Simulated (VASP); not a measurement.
A run of VASP 6.6.1 is set up as follows.

INCAR

```
  PREC = Accurate
  ENCUT = 520
  EDIFF = 1E-6
  ISMEAR = 0
  SIGMA = 0.1
  LREAL = False
  LASPH = True
  NELM = 100
  ALGO = Normal
  ISIF = 2
  LWAVE = False
  LCHARG = False
  GGA = PE
  NBANDS = 24
```

File KPOINTS:

```
regular mesh
0
Gamma
  8 8 8
```

The input POSCAR:

```
GaAs4
1.0
    5.0104443533      0.0000000000      0.0000000000
    0.0000000000      5.0104443533      0.0000000000
    0.0000000000      0.0000000000      5.0104443533
Ga As
1 4
Direct
    0.5000000000      0.5000000000      0.5000000000
    0.5000000000      0.0000000000      0.0000000000
    0.0000000000      0.5000000000      0.0000000000
    0.0000000000      0.0000000000      0.5000000000
    0.0000000000      0.0000000000      0.0000000000
```

Potentials or basis: VASP PAW PBE potentials, release 64 (Ga_d, As).

Launch:

```console
$ cat potpaw_PBE.64/Ga_d/POTCAR potpaw_PBE.64/As/POTCAR > POTCAR
$ mpirun -np 1 vasp_std > vasp.out
```

(1) Estimate the band gap on the k mesh.

(2) Predict the pressure.

## Answers

(1) zero (an odd number of electrons rules out a gap without spin polarisation).

(2) 0.2 GPa.

Caveat: an odd number of electrons without spin polarisation forces a metal; a magnetic or distorted state may lie lower.
